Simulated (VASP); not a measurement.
Write the native input for VASP 6.6.1 that does the following.

```yaml
Task: relaxation of cell and atoms
Functional: PBE
Potentials_or_basis: VASP PAW PBE potentials, release 64 (Si)
Cutoff: 600 eV
k_mesh: 6 × 6 × 10
Occupations: gaussian, width 0.1 eV
Spin: no spin polarisation
Dipole_correction: no
Further_INCAR_settings: ALGO = Normal; EDIFF = 1e-07; IBRION = 2; EDIFFG = -0.01; NSW = 100; ISIF = 3
```

The structure of Si lies in POSCAR:

```
Si
1.0
    7.2164786362      0.0000000000      0.0000000000
   -3.6082393181      6.2496538248      0.0000000000
    0.0000000000      0.0000000000      3.7821803547
Si
9
Direct
    0.2851108176      0.0380050162      0.7548157257
    0.9619949838      0.2471058014      0.4214823924
    0.7528941986      0.7148891824      0.0881490590
    0.9619949838      0.7148891824      0.5785176076
    0.7528941986      0.0380050162      0.9118509410
    0.2851108176      0.2471058014      0.2451842743
    0.2393173830      0.7606826170      0.1666666667
    0.2393173830      0.4786347660      0.8333333333
    0.5213652340      0.7606826170      0.5000000000
```

One way to write it, as run:

INCAR

```
PREC = Accurate
ENCUT = 600
EDIFF = 1E-7
ISMEAR = 0
SIGMA = 0.1
LREAL = False
LASPH = True
NELM = 100
ALGO = Normal
ISIF = 3
LWAVE = False
LCHARG = False
GGA = PE
IBRION = 2
NSW = 100
EDIFFG = -0.01
```

KPOINTS

```
Automatic mesh
0
Gamma
  6 6 10
```

Potentials or basis: VASP PAW PBE potentials, release 64 (Si).

Launch:

```sh
$ cat potpaw_PBE.64/Si/POTCAR > POTCAR
$ mpirun -np 1 vasp_std > vasp.out
```

It gave:

| Item | Value |
| --- | --- |
| Relaxed volume | 18.50 Å³/atom |
| Relaxed cell | a = 7.069 Å, b = 7.069 Å, c = 3.847 Å, α = 90.00°, β = 90.00°, γ = 120.00° |
| Space group after relaxing (to 0.05 Å) | P3_212 (No. 153) |
| Energy gained by relaxing | 2.5 meV/atom |
| Ionic steps | 16 |
| Pressure after relaxing | 0.0 GPa |
| Largest force after relaxing | 0.009 eV/Å |
| Band gap on the k mesh | zero (band 18 reaches 7.16 eV, above the bottom of band 19 at 6.07 eV) |

It took 35 min on 1 thread of Intel(R) Xeon(R) Platinum 8259CL CPU @ 2.50GHz (Skylake/Cascade Lake) (shared host), peak memory 0.43 GiB.
